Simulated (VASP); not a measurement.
# SnSe (F-43m) in VASP: a series of runs

The runs below take SnSe through single point, with PBE, r2SCAN, PBE+D4.

Everything below comes from runs of VASP 6.6.1. Logs are shortened: lines on timing, memory, paths and dates and some standing lists are left out, and cuts for length are marked.

### Step 1. The cell of the first run

It takes space group F-43m (No. 216, cubic). The conventional cell has a = 6.915 Å, b = 6.915 Å, c = 6.915 Å, α = 90.00°, β = 90.00°, γ = 90.00°. Within 3.9 Å of Sn (site symmetry -43m) lie 4 Se at 2.99 Å. Se (site symmetry -43m) has 4 Sn at 2.99 Å within 3.9 Å.

### Step 2. Single point, PBE

The input, INCAR:

```
SYSTEM = SnSe
ALGO = Normal
EDIFF = 1E-7
ENCUT = 520
GGA = PE
ISIF = 2
ISMEAR = -1
LASPH = .TRUE.
LCHARG = .TRUE.
LELF = .TRUE.
LREAL = .FALSE.
LVHAR = .TRUE.
LWAVE = .FALSE.
NBANDS = 17
NELM = 80
PREC = Accurate
SIGMA = 0.05
```

The input, KPOINTS:

```
k-points
0
G
  7 7 7
  0 0 0
```

The input, POSCAR:

```
SnSe
1.0
    0.0000000000      3.4573439428      3.4573439428
    3.4573439428      0.0000000000      3.4573439428
    3.4573439428      3.4573439428      0.0000000000
Sn Se
1 1
Direct
    0.0000000000      0.0000000000      0.0000000000
    0.7500000000      0.7500000000      0.7500000000
```

Potentials or basis: VASP PAW PBE potentials, release 64 (Sn_d, Se).

Command:

```
cat potpaw_PBE.64/Sn_d/POTCAR potpaw_PBE.64/Se/POTCAR > POTCAR
mpirun -np 1 vasp_std > vasp.out
```

OUTCAR:

```text
SYSTEM = SnSe
   EDIFF = 1E-7
   ENCUT = 520
   GGA = PE
   ISIF = 2
   ISMEAR = -1
   LASPH = .TRUE.
   LREAL = .FALSE.
   NELM = 80
   PREC = Accurate

 ion  position               nearest neighbor table
   1  0.000  0.000  0.000-   2 2.99   2 2.99   2 2.99   2 2.99
   2  0.750  0.750  0.750-   1 2.99   1 2.99   1 2.99   1 2.99

  LATTYP: Found a face centered cubic cell.
 ALAT       =     6.9146878856

  Lattice vectors:

 A1 = (   0.0000000000,   3.4573439428,   3.4573439428)
 A2 = (   3.4573439428,   0.0000000000,   3.4573439428)
 A3 = (   3.4573439428,   3.4573439428,   0.0000000000)

Analysis of symmetry for initial positions (statically):
=====================================================================
 Subroutine PRICEL returns:
 Original cell was already a primitive cell.

 Routine SETGRP: Setting up the symmetry group for a
 face centered cubic supercell.

 Subroutine GETGRP returns: Found 24 space group operations
 (whereof 24 operations were pure point group operations)
 out of a pool of 48 trial point group operations.

The static configuration has the point symmetry T_d .

Analysis of symmetry for dynamics (positions and initial velocities):
=====================================================================
 Subroutine PRICEL returns:
 Original cell was already a primitive cell.

 Routine SETGRP: Setting up the symmetry group for a
 face centered cubic supercell.

 Subroutine GETGRP returns: Found 24 space group operations
 (whereof 24 operations were pure point group operations)
 out of a pool of 48 trial point group operations.

The dynamic configuration has the point symmetry T_d .

 Subroutine INISYM returns: Found 24 space group operations
 (whereof 24 operations are pure point group operations),
 and found     1 'primitive' translations

----------------------------------------------------------------------------------------

                                     Primitive cell

  volume of cell :      82.6528

  direct lattice vectors                    reciprocal lattice vectors
     0.000000000  3.457343943  3.457343943    -0.144619687  0.144619687  0.144619687
     3.457343943  0.000000000  3.457343943     0.144619687 -0.144619687  0.144619687
     3.457343943  3.457343943  0.000000000     0.144619687  0.144619687 -0.144619687

  length of vectors
     4.889422694  4.889422694  4.889422694     0.250488646  0.250488646  0.250488646

  position of ions in fractional coordinates (direct lattice)
     0.000000000  0.000000000  0.000000000
     0.750000000  0.750000000  0.750000000

  ion indices of the primitive-cell ions
   primitive index   ion index
                 1           1
                 2           2

----------------------------------------------------------------------------------------

 KPOINTS: k-points

Automatic generation of k-mesh.
 Grid dimensions read from file:
 generate k-points for:    7    7    7

 Generating k-lattice:

  Cartesian coordinates                     Fractional coordinates (reciprocal lattice)
    -0.020659955  0.020659955  0.020659955     0.142857143  0.000000000  0.000000000
     0.020659955 -0.020659955  0.020659955     0.000000000  0.142857143  0.000000000
     0.020659955  0.020659955 -0.020659955     0.000000000  0.000000000  0.142857143

  Length of vectors
     0.035784092  0.035784092  0.035784092

  Shift w.r.t. Gamma in fractional coordinates (k-lattice)
     0.000000000  0.000000000  0.000000000

 Subroutine IBZKPT returns following result:
 ===========================================

 Found     20 irreducible k-points:

 Following reciprocal coordinates:
            Coordinates               Weight
  0.000000  0.000000  0.000000      1.000000
  0.142857  0.000000  0.000000      8.000000
  0.285714  0.000000  0.000000      8.000000
  0.428571  0.000000  0.000000      8.000000
  0.142857  0.142857  0.000000      6.000000
  0.285714  0.142857  0.000000     24.000000
[... 12 lines left out ...]
 -0.428571  0.428571  0.142857     24.000000
 -0.285714  0.428571  0.142857     24.000000
   k-points           NKPTS =     20   k-points in BZ     NKDIM =     20   number of bands    NBANDS=     17
   number of dos      NEDOS =    301   number of ions     NIONS =      2
   total plane-waves  NPLWV =  46656
   dimension x,y,z NGX =    36 NGY =   36 NGZ =   36
   dimension x,y,z NGXF=    72 NGYF=   72 NGZF=   72
   ions per type =               1   1
   NGX,Y,Z   is equivalent  to a cutoff of  12.24, 12.24, 12.24 a.u.
   NGXF,Y,Z  is equivalent  to a cutoff of  24.48, 24.48, 24.48 a.u.
 SYSTEM =  SnSe
   PREC   = accura    normal or accurate (medium, high low for compatibility)
   ISTART =      0    job   : 0-new  1-cont  2-samecut
   ICHARG =      2    charge: 1-file 2-atom 10-const
   ISPIN  =      1    spin polarized calculation?
   LNONCOLLINEAR =      F non collinear calculations
   LSORBIT =      F    spin-orbit coupling
   LASPH  =      T    aspherical Exc in radial PAW
   ENCUT  =  520.0 eV  38.22 Ry    6.18 a.u.   9.09  9.09  9.09*2*pi/ulx,y,z
   NELM   =     80;   NELMIN=  2; NELMDL= -5     # of ELM steps
   EDIFF  = 0.1E-06   stopping-criterion for ELM
   LREAL  =      F    real-space projection
   EDIFFG = 0.1E-05   stopping-criterion for IOM
   NSW    =      0    number of steps for IOM
   IBRION =     -1    ionic relax: 0-MD 1-quasi-New 2-CG
   NFREE  =      0    steps in history (QN), initial steepest desc. (CG)
   ISIF   =      2    stress and relaxation
   ISYM   =      2    0-nonsym 1-usesym 2-fastsym
   POTIM  = 0.5000    time-step for ionic-motion
   TEBEG  =    0.0;   TEEND  =   0.0 temperature during run
   PSTRESS=    0.0 pullay stress
   NELECT =      20.0000    total number of electrons
   NUPDOWN=      -1.0000    fix difference up-down
   EMIN   =  10.00;   EMAX   =-10.00  energy-range for DOS
   EFERMI =   0.00;   METHOD = LEGACY
   ISMEAR =    -1;   SIGMA  =   0.05  broadening in eV -4-tet -1-fermi 0-gaus
   EFERMI_NEDOS =   21; number of points for ismear=-14 and -15
   IALGO  =     38    algorithm
   IMIX   =      4    mixing-type and parameters
     AMIX     =   0.40;   BMIX     =  1.00
     AMIX_MAG =   1.60;   BMIX_MAG =  1.00
  volume/ion in A,a.u.               =      41.33       278.88
  Fermi-wavevector in a.u.,A,eV,Ry     =   1.020154  1.927811 14.159766  1.040713
  Thomas-Fermi vector in A             =   2.153707
   LORBIT       =      0    0 simple, 1 ext, 2 COOP (PROOUT), +10 PAW based schemes
   GGA     = PE    functional components
   LHFCALC =     F    Hartree Fock is set to
   AEXX    =    0.0000 exact exchange contribution
   IVDW    =     0    specifies the selected vdW correction
   LEPSILON=     F    determine dielectric tensor
   LRPA    =     F    only Hartree local field effects (RPA)
 non-spin polarized calculation
  energy-cutoff  :      520.00
  volume of cell :       82.65
 maximum number of plane-waves:      2243
   NGX = 19   NGY = 19   NGZ = 19

 number of electron      19.9999991 magnetization

 Free energy of the ion-electron system (eV)
  ---------------------------------------------------
  ext. energy  EPLUGINS =         0.00000000
  ---------------------------------------------------
  free energy    TOTEN  =        -7.73046908 eV

  energy without entropy =       -7.72999610  energy(sigma->0) =       -7.73023259

 E-fermi :   2.3373     XC(G=0):  -7.4975

 val. band max:        2.0745897354   @ k =  -0.2857   0.4286   0.1429
 cond. band min:       2.5232570438   @ k =   0.4286   0.4286   0.0000
 fundamental gap:      0.4486673084
 Fermi energy:         2.3373374985

 k-point     1 :       0.0000    0.0000    0.0000
  band No.  band energies     occupation
      1     -19.4577      2.00000
      2     -19.4577      2.00000
      3     -19.4577      2.00000
      4     -19.4508      2.00000
      5     -19.4508      2.00000
      6     -10.5190      2.00000
[... 9 lines left out ...]
     16       9.7481      0.00000
     17      10.8813      0.00000

 k-point     2 :       0.1429    0.0000    0.0000
  band No.  band energies     occupation
      1     -19.4581      2.00000
      2     -19.4573      2.00000
      3     -19.4573      2.00000
      4     -19.4507      2.00000
      5     -19.4507      2.00000
      6     -10.4558      2.00000
[... 9 lines left out ...]
     16       9.2383      0.00000
     17      10.4080      0.00000

 k-point     3 :       0.2857    0.0000    0.0000
  band No.  band energies     occupation
      1     -19.4589      2.00000
      2     -19.4565      2.00000
      3     -19.4565      2.00000
      4     -19.4505      2.00000
      5     -19.4505      2.00000
      6     -10.3033      2.00000
[... 9 lines left out ...]
     16       9.1256      0.00000
     17      10.4796      0.00000

 k-point     4 :       0.4286    0.0000    0.0000
  band No.  band energies     occupation
      1     -19.4596      2.00000
      2     -19.4561      2.00000
      3     -19.4561      2.00000
      4     -19.4502      2.00000
      5     -19.4502      2.00000
      6     -10.1683      2.00000
[... 9 lines left out ...]
     16       9.7823      0.00000
     17       9.8710      0.00000
[... 263 lines left out ...]
      1     -19.4605      2.00000
      2     -19.4556      2.00000
      3     -19.4546      2.00000
      4     -19.4509      2.00000
      5     -19.4501      2.00000
      6     -10.0831      2.00000
[... 9 lines left out ...]
     16      10.2841      0.00000
     17      11.2380      0.00000

 k-point    19 :      -0.4286    0.4286    0.1429
  band No.  band energies     occupation
      1     -19.4617      2.00000
      2     -19.4547      2.00000
      3     -19.4537      2.00000
      4     -19.4515      2.00000
      5     -19.4497      2.00000
      6     -10.0371      2.00000
[... 9 lines left out ...]
     16      10.9695      0.00000
     17      11.6222      0.00000

 k-point    20 :      -0.2857    0.4286    0.1429
  band No.  band energies     occupation
      1     -19.4611      2.00000
      2     -19.4553      2.00000
      3     -19.4538      2.00000
      4     -19.4511      2.00000
      5     -19.4500      2.00000
      6     -10.0240      2.00000
[... 9 lines left out ...]
     16      10.4176      0.00000
     17      11.8623      0.00000

------------------------ aborting loop because EDIFF is reached ----------------------------------------

  FORCE on cell =-STRESS in cart. coord.  units (eV):
  Direction    XX          YY          ZZ          XY          YZ          ZX
  --------------------------------------------------------------------------------------
  -------------------------------------------------------------------------------------
  Total       -0.8405641     -0.8405641     -0.8405641      0.0000000      0.0000000      0.0000000
  in kB      -16.2938480    -16.2938480    -16.2938480      0.0000000      0.0000000      0.0000000
  external PRESSURE =     -16.2938480 kB  Pullay stress =       0.0000000 kB

 VOLUME and BASIS-vectors are now :
 -----------------------------------------------------------------------------
  energy-cutoff  :      520.00
  volume of cell :       82.65
      direct lattice vectors                 reciprocal lattice vectors
     0.000000000  3.457343943  3.457343943    -0.144619687  0.144619687  0.144619687
     3.457343943  0.000000000  3.457343943     0.144619687 -0.144619687  0.144619687
     3.457343943  3.457343943  0.000000000     0.144619687  0.144619687 -0.144619687

 POSITION                                       TOTAL-FORCE (eV/Angst)
 -----------------------------------------------------------------------------------
      0.00000      0.00000      0.00000         0.000000      0.000000      0.000000
      5.18602      5.18602      5.18602        -0.000000     -0.000000     -0.000000
 -----------------------------------------------------------------------------------
    total drift:                                0.000000      0.000000      0.000000

  FREE ENERGIE OF THE ION-ELECTRON SYSTEM (eV)
  ---------------------------------------------------
  free  energy   TOTEN  =        -7.7304690816 eV

  energy  without entropy=       -7.7299961028  energy(sigma->0) =       -7.73023259
```

Run time: 27 s. Hardware: 1 thread of AMD EPYC 7R43 (Zen 3), shared host; peak memory 0.17 GiB.

Results:

```yaml
Free_energy: -7.7305 eV
Pressure: -1.6 GPa
Band_gap_on_the_k_mesh: 0.45 eV, indirect (least direct gap 0.83 eV)
```

Levels at points of the mesh, in eV from the valence-band top:
```
           k point  band 8  band 9  band 10  band 11  band 12  band 13
(0.00, 0.00, 0.00)   -1.81   -1.81    -1.81     1.74     1.74     1.74
```

Caveat: spin-orbit coupling is left out, which moves the levels of the heavy elements.

### Step 3. Single point, r2SCAN

This run uses another cell than the first one, of 38.99 Å³/atom, 0.943 times its volume.

The input, POSCAR:

```
SnSe
1.0
    0.0000000000      3.3908400000      3.3908400000
    3.3908400000      0.0000000000      3.3908400000
    3.3908400000      3.3908400000      0.0000000000
Sn Se
1 1
Direct
    0.0000000000      0.0000000000      0.0000000000
    0.7500000000      0.7500000000      0.7500000000
```

The input, INCAR.step1:

```
SYSTEM = SnSe
ALGO = Normal
EDIFF = 1E-4
ENCUT = 520
GGA = PE
ISMEAR = -1
LASPH = .TRUE.
LCHARG = .FALSE.
LREAL = .FALSE.
LWAVE = .TRUE.
NBANDS = 17
NELM = 100
PREC = Accurate
SIGMA = 0.05
```

The input, INCAR.step2:

```
SYSTEM = SnSe
ALGO = Normal
EDIFF = 1E-6
ENCUT = 520
ISIF = 2
ISMEAR = -1
ISTART = 1
LASPH = .TRUE.
LCHARG = .TRUE.
LELF = .TRUE.
LMIXTAU = .TRUE.
LREAL = .FALSE.
LVHAR = .TRUE.
LWAVE = .FALSE.
METAGGA = R2SCAN
NBANDS = 17
NELM = 100
PREC = Accurate
SIGMA = 0.05
```

The input, KPOINTS:

```
k-points
0
G
  4 4 4
  0 0 0
```

Potentials or basis: VASP PAW PBE potentials, release 64 (Sn_d, Se).

Command:

```
cat potpaw_PBE.64/Sn_d/POTCAR potpaw_PBE.64/Se/POTCAR > POTCAR
cp INCAR.step1 INCAR
mpirun -np 1 vasp_std > vasp.out
cp INCAR.step2 INCAR
mpirun -np 1 vasp_std > vasp.out
```

It took 24 s on 1 thread of Intel Xeon 6975P-C (Granite Rapids), shared host; peak memory 0.21 GiB.

The run converged. Its results:

| Property | Result |
| --- | --- |
| Free energy | -39.2969 eV |
| Pressure | -1.0 GPa |
| Band gap on the k mesh | 0.14 eV, indirect (least direct gap 0.79 eV) |

Levels at points of the mesh, in eV from the valence-band top:
```csv
k point,band 8,band 9,band 10,band 11,band 12,band 13
"(0.00, 0.00, 0.00)",-2.44,-2.44,-2.44,1.61,1.61,1.61
"(0.50, 0.00, 0.00)",-2.95,-2.95,-2.20,2.39,2.39,3.45
"(0.50, 0.50, 0.00)",-3.63,-3.63,-0.65,0.14,4.51,4.51
```

Caveat: the PAW data sets were made with another functional, which shifts forces and pressure a little; spin-orbit coupling is left out, which moves the levels of the heavy elements.

### Step 4. Single point, PBE+D4

This run uses another cell than the first one, of 37.37 Å³/atom, 0.904 times its volume.

The input, INCAR:

```
SYSTEM = SnSe
ALGO     = Normal         ! electronic algorithm
EDIFF    = 1E-6           ! SCF threshold, eV
ENCUT    = 520            ! plane-wave cutoff, eV
GGA      = PE             ! functional
ISIF     = 2              ! what is computed and relaxed
ISMEAR   = -1             ! smearing method
IVDW     = 13             ! dispersion correction
LASPH    = .True.         ! aspherical terms in the spheres
LCHARG   = .True.         ! write CHGCAR
LELF     = .True.         ! ELF
LREAL    = .False.        ! projectors in reciprocal space
LVHAR    = .True.       
LWAVE    = .False.        ! write WAVECAR
NBANDS   = 17             ! bands
NELM     = 100            ! most SCF steps
PREC     = Accurate       ! precision mode
SIGMA    = 0.05           ! smearing width, eV
```

The input, KPOINTS:

```
k-points
0
Gamma
  7 7 7
  0 0 0
```

The input, POSCAR:

```
SnSe
1.0
    0.0000000000      3.3432203197      3.3432203197
    3.3432203197      0.0000000000      3.3432203197
    3.3432203197      3.3432203197      0.0000000000
Sn Se
1 1
Direct
    0.0000000000      0.0000000000      0.0000000000
    0.7500000000      0.7500000000      0.7500000000
```

Command:

```
cat potpaw_PBE.64/Sn_d/POTCAR potpaw_PBE.64/Se/POTCAR > POTCAR
mpirun -np 1 vasp_std > vasp.out
```

Run time: 14 s. Hardware: 1 thread of Intel Xeon 6975P-C (Granite Rapids), shared host; peak memory 0.2 GiB.

Results (log left out):

```yaml
Free_energy: -8.3404 eV
Pressure: 0.0 GPa
Band_gap_on_the_k_mesh: 0.18 eV, indirect (least direct gap 0.66 eV)
Dispersion_energy_per_atom: -0.299 eV
```

Levels at points of the mesh, in eV from the valence-band top:
```
           k point  band 7  band 8  band 9  band 10  band 11  band 12  band 13  band 14
(0.00, 0.00, 0.00)   -5.11   -2.18   -2.18    -2.18     1.63     1.63     1.63     5.00
```

Caveat: spin-orbit coupling is left out, which moves the levels of the heavy elements.

### Step 5. Summary

| level | cell | k mesh | gap on the mesh (eV) | pressure (GPa) |
| --- | --- | --- | --- | --- |
| PBE | a = 4.889 Å, angles 60.0°, 2 atoms | 7 × 7 × 7 | 0.45 | -1.6 |
| r2SCAN | a = 4.795 Å, angles 60.0°, 2 atoms | 4 × 4 × 4 | 0.14 | -1.0 |
| PBE+D4 | a = 4.728 Å, angles 60.0°, 2 atoms | 7 × 7 × 7 | 0.18 | 0.0 |

Alike in all rows: task single point; potentials or basis VASP PAW PBE potentials, release 64 (Sn_d, Se); no spin polarisation; cutoff (eV) 520; smearing fermi-dirac 0.05 eV.

Caveats: spin-orbit coupling is left out, which moves the levels of the heavy elements; the PAW data sets were made with another functional, which shifts forces and pressure a little (some runs).

Absolute energies hang on the potentials; compare differences alone.
